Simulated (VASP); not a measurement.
# As2Se (Fd-3m) in VASP: further runs

As2Se is run at these levels: PBE; tasks: single point.

All numbers are computed with VASP 6.6.1; they aren't measurements. Logs are shortened: lines on timing, memory, paths and dates and some standing lists are left out, and cuts for length are marked.

### 1 The cell of the first run

The structure is cubic, space group Fd-3m (No. 227). Conventional cell: a = 8.834 Å, b = 8.834 Å, c = 8.834 Å, α = 90.00°, β = 90.00°, γ = 90.00°. Within 4.1 Å of As (site symmetry -3m) lie 6 As at 3.12 Å and 6 Se at 3.66 Å. Se (site symmetry -43m) has 12 As at 3.66 Å and 4 Se at 3.83 Å within 4.8 Å.

### 2 Single point, PBE

File INCAR:

```
SYSTEM = As2Se
ALGO = Normal ; EDIFF = 1E-6
ENCUT = 520 ; GGA = PE
ISIF = 2 ; ISMEAR = 0
LASPH = .TRUE. ; LCHARG = .TRUE.
LELF = .TRUE. ; LREAL = .FALSE.
LVHAR = .TRUE. ; LWAVE = .FALSE.
NBANDS = 25 ; NELM = 100
PREC = Accurate ; SIGMA = 0.1
```

File KPOINTS:

```
k-points
0
G
  4 4 4
  0 0 0
```

File POSCAR:

```
As2Se
1.0
    0.0000000000      4.4171002000      4.4171002000
    4.4171002000      0.0000000000      4.4171002000
    4.4171002000      4.4171002000      0.0000000000
As Se
4 2
Direct
    0.1250000000      0.6250000000      0.6250000000
    0.6250000000      0.6250000000      0.6250000000
    0.6250000000      0.6250000000      0.1250000000
    0.6250000000      0.1250000000      0.6250000000
    0.0000000000      0.0000000000      0.0000000000
    0.2500000000      0.2500000000      0.2500000000
```

Potentials or basis: VASP PAW PBE potentials, release 64 (As, Se).

On the command line:

```console
cat potpaw_PBE.64/As/POTCAR potpaw_PBE.64/Se/POTCAR > POTCAR
mpirun -np 1 vasp_std > vasp.out
```

OUTCAR:

```text
SYSTEM = As2Se
   EDIFF = 1E-6
   ENCUT = 520
   GGA = PE
   ISIF = 2
   ISMEAR = 0
   LASPH = .TRUE.
   LREAL = .FALSE.
   NELM = 100
   PREC = Accurate

 ion  position               nearest neighbor table
   1  0.125  0.625  0.625-
   2  0.625  0.625  0.625-
   3  0.625  0.625  0.125-
   4  0.625  0.125  0.625-
   5  0.000  0.000  0.000-
   6  0.250  0.250  0.250-

  LATTYP: Found a face centered cubic cell.
 ALAT       =     8.8342004000

  Lattice vectors:

 A1 = (   0.0000000000,   4.4171002000,   4.4171002000)
 A2 = (   4.4171002000,   0.0000000000,   4.4171002000)
 A3 = (   4.4171002000,   4.4171002000,   0.0000000000)

Analysis of symmetry for initial positions (statically):
=====================================================================
 Subroutine PRICEL returns:
 Original cell was already a primitive cell.

 Routine SETGRP: Setting up the symmetry group for a
 face centered cubic supercell.

 Subroutine GETGRP returns: Found 48 space group operations
 (whereof 24 operations were pure point group operations)
 out of a pool of 48 trial point group operations.

The static configuration has the point symmetry T_d .
 The point group associated with its full space group is O_h .

Analysis of symmetry for dynamics (positions and initial velocities):
=====================================================================
 Subroutine PRICEL returns:
 Original cell was already a primitive cell.

 Routine SETGRP: Setting up the symmetry group for a
 face centered cubic supercell.

 Subroutine GETGRP returns: Found 48 space group operations
 (whereof 24 operations were pure point group operations)
 out of a pool of 48 trial point group operations.

The dynamic configuration has the point symmetry T_d .
 The point group associated with its full space group is O_h .

 Subroutine INISYM returns: Found 48 space group operations
 (whereof 24 operations are pure point group operations),
 and found     1 'primitive' translations

----------------------------------------------------------------------------------------

                                     Primitive cell

  volume of cell :     172.3621

  direct lattice vectors                    reciprocal lattice vectors
     0.000000000  4.417100200  4.417100200    -0.113196436  0.113196436  0.113196436
     4.417100200  0.000000000  4.417100200     0.113196436 -0.113196436  0.113196436
     4.417100200  4.417100200  0.000000000     0.113196436  0.113196436 -0.113196436

  length of vectors
     6.246723009  6.246723009  6.246723009     0.196061978  0.196061978  0.196061978

  position of ions in fractional coordinates (direct lattice)
     0.125000000  0.625000000  0.625000000
     0.625000000  0.625000000  0.625000000
     0.625000000  0.625000000  0.125000000
     0.625000000  0.125000000  0.625000000
     0.000000000  0.000000000  0.000000000
     0.250000000  0.250000000  0.250000000

  ion indices of the primitive-cell ions
   primitive index   ion index
                 1           1
                 2           2
                 3           3
                 4           4
                 5           5
                 6           6

----------------------------------------------------------------------------------------

 KPOINTS: k-points

Automatic generation of k-mesh.
 Grid dimensions read from file:
 generate k-points for:    4    4    4

 Generating k-lattice:

  Cartesian coordinates                     Fractional coordinates (reciprocal lattice)
    -0.028299109  0.028299109  0.028299109     0.250000000  0.000000000  0.000000000
     0.028299109 -0.028299109  0.028299109     0.000000000  0.250000000  0.000000000
     0.028299109  0.028299109 -0.028299109     0.000000000  0.000000000  0.250000000

  Length of vectors
     0.049015495  0.049015495  0.049015495

  Shift w.r.t. Gamma in fractional coordinates (k-lattice)
     0.000000000  0.000000000  0.000000000

 Subroutine IBZKPT returns following result:
 ===========================================

 Found      8 irreducible k-points:

 Following reciprocal coordinates:
            Coordinates               Weight
  0.000000  0.000000  0.000000      1.000000
  0.250000  0.000000  0.000000      8.000000
  0.500000  0.000000  0.000000      4.000000
  0.250000  0.250000  0.000000      6.000000
  0.500000  0.250000  0.000000     24.000000
 -0.250000  0.250000  0.000000     12.000000
  0.500000  0.500000  0.000000      3.000000
 -0.250000  0.500000  0.250000      6.000000
   k-points           NKPTS =      8   k-points in BZ     NKDIM =      8   number of bands    NBANDS=     25
   number of dos      NEDOS =    301   number of ions     NIONS =      6
   total plane-waves  NPLWV = 110592
   dimension x,y,z NGX =    48 NGY =   48 NGZ =   48
   dimension x,y,z NGXF=    96 NGYF=   96 NGZF=   96
   ions per type =               4   2
   NGX,Y,Z   is equivalent  to a cutoff of  12.77, 12.77, 12.77 a.u.
   NGXF,Y,Z  is equivalent  to a cutoff of  25.55, 25.55, 25.55 a.u.
 SYSTEM =  As2Se
   PREC   = accura    normal or accurate (medium, high low for compatibility)
   ISTART =      0    job   : 0-new  1-cont  2-samecut
   ICHARG =      2    charge: 1-file 2-atom 10-const
   ISPIN  =      1    spin polarized calculation?
   LNONCOLLINEAR =      F non collinear calculations
   LSORBIT =      F    spin-orbit coupling
   LASPH  =      T    aspherical Exc in radial PAW
   ENCUT  =  520.0 eV  38.22 Ry    6.18 a.u.  11.61 11.61 11.61*2*pi/ulx,y,z
   NELM   =    100;   NELMIN=  2; NELMDL= -5     # of ELM steps
   EDIFF  = 0.1E-05   stopping-criterion for ELM
   LREAL  =      F    real-space projection
   EDIFFG = 0.1E-04   stopping-criterion for IOM
   NSW    =      0    number of steps for IOM
   IBRION =     -1    ionic relax: 0-MD 1-quasi-New 2-CG
   NFREE  =      0    steps in history (QN), initial steepest desc. (CG)
   ISIF   =      2    stress and relaxation
   ISYM   =      2    0-nonsym 1-usesym 2-fastsym
   POTIM  = 0.5000    time-step for ionic-motion
   TEBEG  =    0.0;   TEEND  =   0.0 temperature during run
   PSTRESS=    0.0 pullay stress
   NELECT =      32.0000    total number of electrons
   NUPDOWN=      -1.0000    fix difference up-down
   EMIN   =  10.00;   EMAX   =-10.00  energy-range for DOS
   EFERMI =   0.00;   METHOD = LEGACY
   ISMEAR =     0;   SIGMA  =   0.10  broadening in eV -4-tet -1-fermi 0-gaus
   EFERMI_NEDOS =   21; number of points for ismear=-14 and -15
   IALGO  =     38    algorithm
   IMIX   =      4    mixing-type and parameters
     AMIX     =   0.40;   BMIX     =  1.00
     AMIX_MAG =   1.60;   BMIX_MAG =  1.00
  volume/ion in A,a.u.               =      28.73       193.86
  Fermi-wavevector in a.u.,A,eV,Ry     =   0.933923  1.764858 11.867158  0.872212
  Thomas-Fermi vector in A             =   2.060674
   LORBIT       =      0    0 simple, 1 ext, 2 COOP (PROOUT), +10 PAW based schemes
   GGA     = PE    functional components
   LHFCALC =     F    Hartree Fock is set to
   AEXX    =    0.0000 exact exchange contribution
   IVDW    =     0    specifies the selected vdW correction
   LEPSILON=     F    determine dielectric tensor
   LRPA    =     F    only Hartree local field effects (RPA)
 non-spin polarized calculation
 Gauss-broadening in eV      SIGMA  =   0.10
  energy-cutoff  :      520.00
  volume of cell :      172.36
 maximum number of plane-waves:      4660
 NGX is ok and might be reduce to    48
   NGX = 23   NGY = 23   NGZ = 23

 number of electron      31.9999997 magnetization

 Free energy of the ion-electron system (eV)
  ---------------------------------------------------
  ext. energy  EPLUGINS =         0.00000000
  ---------------------------------------------------
  free energy    TOTEN  =       -19.57945595 eV

  energy without entropy =      -19.53127242  energy(sigma->0) =      -19.55536419

 E-fermi :   2.1856     XC(G=0):  -8.9980

 val. band max:        2.1437186689   @ k =   0.5000   0.5000   0.0000
 cond. band min:       2.1856989483   @ k =   0.5000   0.0000   0.0000
 fundamental gap:      0.0419802794
 Fermi energy:         2.1856002122

 k-point     1 :       0.0000    0.0000    0.0000
  band No.  band energies     occupation
      1     -10.6012      2.00000
      2      -9.2817      2.00000
      3      -9.0025      2.00000
      4      -7.0735      2.00000
      5      -7.0735      2.00000
      6      -7.0735      2.00000
[... 17 lines left out ...]
     24       6.0754      0.00000
     25       7.6317      0.00000

 k-point     2 :       0.2500    0.0000    0.0000
  band No.  band energies     occupation
      1     -10.3694      2.00000
      2      -9.3649      2.00000
      3      -9.0664      2.00000
      4      -7.5852      2.00000
      5      -7.1048      2.00000
      6      -7.1048      2.00000
[... 17 lines left out ...]
     24       5.8111      0.00000
     25       8.5953      0.00000

 k-point     3 :       0.5000    0.0000    0.0000
  band No.  band energies     occupation
      1      -9.8754      2.00000
      2      -9.6947      2.00000
      3      -9.1626      2.00000
      4      -7.9961      2.00000
      5      -7.1350      2.00000
      6      -7.1350      2.00000
[... 17 lines left out ...]
     24       5.5991      0.00000
     25       8.0394      0.00000

 k-point     4 :       0.2500    0.2500    0.0000
  band No.  band energies     occupation
      1     -10.2955      2.00000
      2      -9.3769      2.00000
      3      -9.0446      2.00000
      4      -7.7605      2.00000
      5      -7.1539      2.00000
      6      -7.1539      2.00000
[... 17 lines left out ...]
     24       5.6178      0.00000
     25       8.9977      0.00000

 k-point     5 :       0.5000    0.2500    0.0000
  band No.  band energies     occupation
      1      -9.8686      2.00000
      2      -9.5361      2.00000
      3      -9.1157      2.00000
      4      -8.3497      2.00000
      5      -7.1837      2.00000
      6      -7.1367      2.00000
[... 17 lines left out ...]
     24       5.4284      0.00000
     25       8.8238      0.00000

 k-point     6 :      -0.2500    0.2500    0.0000
  band No.  band energies     occupation
      1     -10.0310      2.00000
      2      -9.4618      2.00000
      3      -9.1455      2.00000
      4      -8.1366      2.00000
      5      -7.1359      2.00000
      6      -7.1218      2.00000
[... 17 lines left out ...]
     24       5.5113      0.00000
     25       8.6554      0.00000

 k-point     7 :       0.5000    0.5000    0.0000
  band No.  band energies     occupation
      1      -9.6617      2.00000
      2      -9.6617      2.00000
      3      -8.7990      2.00000
      4      -8.7990      2.00000
      5      -7.2303      2.00000
      6      -7.2303      2.00000
[... 17 lines left out ...]
     24       5.3936      0.00000
     25       9.8105      0.00000

 k-point     8 :      -0.2500    0.5000    0.2500
  band No.  band energies     occupation
      1      -9.6277      2.00000
      2      -9.6277      2.00000
      3      -8.8791      2.00000
      4      -8.8791      2.00000
      5      -7.1585      2.00000
      6      -7.1585      2.00000
[... 17 lines left out ...]
     24       4.4161      0.00000
     25       9.4466      0.00000

------------------------ aborting loop because EDIFF is reached ----------------------------------------

  FORCE on cell =-STRESS in cart. coord.  units (eV):
  Direction    XX          YY          ZZ          XY          YZ          ZX
  --------------------------------------------------------------------------------------
  -------------------------------------------------------------------------------------
  Total      -12.0705248    -12.0705248    -12.0705248      0.0000000     -0.0000000      0.0000000
  in kB     -112.2005499   -112.2005499   -112.2005499      0.0000000     -0.0000000      0.0000000
  external PRESSURE =    -112.2005499 kB  Pullay stress =       0.0000000 kB

 VOLUME and BASIS-vectors are now :
 -----------------------------------------------------------------------------
  energy-cutoff  :      520.00
  volume of cell :      172.36
      direct lattice vectors                 reciprocal lattice vectors
     0.000000000  4.417100200  4.417100200    -0.113196436  0.113196436  0.113196436
     4.417100200  0.000000000  4.417100200     0.113196436 -0.113196436  0.113196436
     4.417100200  4.417100200  0.000000000     0.113196436  0.113196436 -0.113196436

 POSITION                                       TOTAL-FORCE (eV/Angst)
 -----------------------------------------------------------------------------------
      5.52138      3.31283      3.31283        -0.000000     -0.000000     -0.000000
      5.52138      5.52138      5.52138        -0.000000     -0.000000     -0.000000
      3.31283      3.31283      5.52138        -0.000000     -0.000000     -0.000000
      3.31283      5.52138      3.31283        -0.000000     -0.000000     -0.000000
      0.00000      0.00000      0.00000        -0.000000      0.000000     -0.000000
      2.20855      2.20855      2.20855         0.000000     -0.000000      0.000000
 -----------------------------------------------------------------------------------
    total drift:                               -0.000000     -0.000000     -0.000000

  FREE ENERGIE OF THE ION-ELECTRON SYSTEM (eV)
  ---------------------------------------------------
  free  energy   TOTEN  =       -19.5794559491 eV

  energy  without entropy=      -19.5312724248  energy(sigma->0) =      -19.55536419
```

Wall time 65 s (1 thread of Intel Xeon Platinum 8259CL at 2.50GHz (Skylake/Cascade Lake), shared host); peak memory 0.31 GiB.

What came out:

```yaml
Free_energy: -19.5795 eV
Pressure: -11.2 GPa
Band_gap_on_the_k_mesh: zero (band 16 reaches 2.64 eV, above the bottom of band 17 at 2.14 eV)
```

### 3 Single point, PBE

This run uses another cell than the first one, of 20.41 Å³/atom, 0.710 times its volume.

File INCAR:

```
SYSTEM = As2Se
PREC = Accurate ; ENCUT = 500
EDIFF = 1E-6 ; ISMEAR = 0
SIGMA = 0.1 ; LREAL = .False.
LASPH = .True. ; NELM = 120
ALGO = Normal ; ISIF = 2
LWAVE = .False. ; LCHARG = .False.
GGA = PE ; NBANDS = 25
GGA_COMPAT = .False.
```

File KPOINTS:

```
regular mesh
0
Gamma
  4 4 4
  0 0 0
```

POSCAR: that of step 2 with these lines changed.

```diff
@@ -2,5 +2,5 @@
 1.0
-    0.0000000000      4.4171002000      4.4171002000
-    4.4171002000      0.0000000000      4.4171002000
-    4.4171002000      4.4171002000      0.0000000000
+    0.0000000000      3.9411370025      3.9411370025
+    3.9411370025      0.0000000000      3.9411370025
+    3.9411370025      3.9411370025      0.0000000000
 As Se
```

Potentials or basis: VASP PAW PBE potentials, release 64 (As, Se).

On the command line:

```console
cat potpaw_PBE.64/As/POTCAR potpaw_PBE.64/Se/POTCAR > POTCAR
mpirun -np 1 vasp_std > vasp.out
```

OUTCAR:

```text
SYSTEM = As2Se
   PREC = Accurate
   ENCUT = 500
   EDIFF = 1E-6
   ISMEAR = 0
   LREAL = .False.
   LASPH = .True.
   NELM = 120
   ISIF = 2
   GGA = PE

 ion  position               nearest neighbor table
   1  0.125  0.625  0.625-   2 2.79   3 2.79   4 2.79   2 2.79   3 2.79   4 2.79
   2  0.625  0.625  0.625-   1 2.79   3 2.79   4 2.79   3 2.79   4 2.79   1 2.79
   3  0.625  0.625  0.125-   2 2.79   1 2.79   2 2.79   4 2.79   4 2.79   1 2.79
   4  0.625  0.125  0.625-   2 2.79   3 2.79   1 2.79   2 2.79   3 2.79   1 2.79
   5  0.000  0.000  0.000-
   6  0.250  0.250  0.250-

  LATTYP: Found a face centered cubic cell.
 ALAT       =     7.8822740050

  Lattice vectors:

 A1 = (   0.0000000000,   3.9411370025,   3.9411370025)
 A2 = (   3.9411370025,   0.0000000000,   3.9411370025)
 A3 = (   3.9411370025,   3.9411370025,   0.0000000000)

Analysis of symmetry for initial positions (statically):
=====================================================================
 Subroutine PRICEL returns:
 Original cell was already a primitive cell.

[... 164 lines left out ...]

 val. band max:        5.3332846816   @ k =   0.5000   0.5000   0.0000
 cond. band min:       5.4554867759   @ k =   0.5000   0.2500   0.0000
 fundamental gap:      0.1222020943
 Fermi energy:         5.4461152401

 k-point     1 :       0.0000    0.0000    0.0000
  band No.  band energies     occupation
      1      -9.6409      2.00000
      2      -6.2996      2.00000
      3      -6.2826      2.00000
      4      -3.8078      2.00000
      5      -3.8078      2.00000
      6      -3.8078      2.00000
[... 213 lines left out ...]
     24       8.4542      0.00000
     25      12.9524      0.00000

------------------------ aborting loop because EDIFF is reached ----------------------------------------

  FORCE on cell =-STRESS in cart. coord.  units (eV):
  Direction    XX          YY          ZZ          XY          YZ          ZX
  --------------------------------------------------------------------------------------
  -------------------------------------------------------------------------------------
  Total        0.0464046      0.0464046      0.0464046     -0.0000000     -0.0000000      0.0000000
  in kB        0.6072631      0.6072631      0.6072631     -0.0000000     -0.0000000      0.0000000
  external PRESSURE =       0.6072631 kB  Pullay stress =       0.0000000 kB

 VOLUME and BASIS-vectors are now :
 -----------------------------------------------------------------------------
  energy-cutoff  :      500.00
  volume of cell :      122.43
      direct lattice vectors                 reciprocal lattice vectors
     0.000000000  3.941137003  3.941137003    -0.126866942  0.126866942  0.126866942
     3.941137003  0.000000000  3.941137003     0.126866942 -0.126866942  0.126866942
     3.941137003  3.941137003  0.000000000     0.126866942  0.126866942 -0.126866942

 POSITION                                       TOTAL-FORCE (eV/Angst)
 -----------------------------------------------------------------------------------
      4.92642      2.95585      2.95585        -0.000000      0.000000     -0.000000
      4.92642      4.92642      4.92642        -0.000000      0.000000     -0.000000
      2.95585      2.95585      4.92642        -0.000000      0.000000     -0.000000
      2.95585      4.92642      2.95585        -0.000000      0.000000     -0.000000
      0.00000      0.00000      0.00000        -0.000000     -0.000000      0.000000
      1.97057      1.97057      1.97057         0.000000     -0.000000      0.000000
 -----------------------------------------------------------------------------------
    total drift:                                0.000000      0.000000      0.000000

  FREE ENERGIE OF THE ION-ELECTRON SYSTEM (eV)
  ---------------------------------------------------
  free  energy   TOTEN  =       -21.9951581307 eV

  energy  without entropy=      -21.9617152327  energy(sigma->0) =      -21.97843668
```

Wall time 32 s (1 thread of AMD EPYC 7R43 (Zen 3), shared host); peak memory 0.21 GiB.

Results:

```
Free energy            : -21.9952 eV
Pressure               : 0.1 GPa
Band gap on the k mesh : zero (band 16 reaches 6.40 eV, above the bottom of band 17 at 5.33 eV)
```

Levels at points of the mesh, in eV from the Fermi level:
| k point | band 14 | band 15 | band 16 | band 17 | band 18 | band 19 |
| --- | --- | --- | --- | --- | --- | --- |
| (0.00, 0.00, 0.00) | -2.79 | -2.79 | 0.96 | 0.96 | 0.96 | 3.92 |
| (0.50, 0.00, 0.00) | -1.48 | -0.70 | -0.18 | 0.30 | 0.86 | 0.86 |
| (0.50, 0.50, 0.00) | -1.32 | -0.57 | -0.57 | -0.11 | -0.11 | 0.06 |
